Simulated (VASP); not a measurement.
**Fe: single point with LDA**

Fe:

```xyz
1
Lattice="-1.2499 1.2499 1.2499 1.2499 -1.2499 1.2499 1.2499 1.2499 -1.2499" Properties=species:S:1:pos:R:3 pbc="T T T"
Fe    0.0000    0.0000    0.0000
```

This cell differs from its parent crystal: volume scaled by 0.75.

```json
{
 "Program": "VASP 6.6.1",
 "Task": "single point",
 "Functional": "LDA",
 "Potentials or basis": "VASP PAW LDA potentials, release 64 (Fe)",
 "Cutoff": "520 eV",
 "k mesh": "21 × 21 × 21",
 "Occupations": "fermi-dirac, width 0.05 eV",
 "Spin": "collinear spin, ferromagnetic start",
 "Starting moments": "[2.5] μB"
}
```

```json
{
 "Pressure": "135.1 GPa",
 "Net moment": "1.20 μB per cell",
 "Site moments": "Fe +1.16 μB"
}
```

Levels at points of the mesh, in eV from the Fermi level:
Spin up:
| k point | band 3 | band 4 | band 5 | band 6 | band 7 | band 8 |
| --- | --- | --- | --- | --- | --- | --- |
| (0.00, 0.00, 0.00) | -3.16 | -3.16 | -0.74 | -0.74 | 28.53 | 28.53 |
Spin down:
| k point | band 1 | band 2 | band 3 | band 4 | band 5 | band 6 | band 7 | band 8 |
| --- | --- | --- | --- | --- | --- | --- | --- | --- |
| (0.00, 0.00, 0.00) | -10.45 | -2.22 | -2.22 | -2.22 | 0.67 | 0.67 | 28.70 | 28.70 |

Run time: 14 s on 1 thread of Intel(R) Xeon(R) 6975P-C (Granite Rapids) (shared host), peak memory 0.15 GiB.
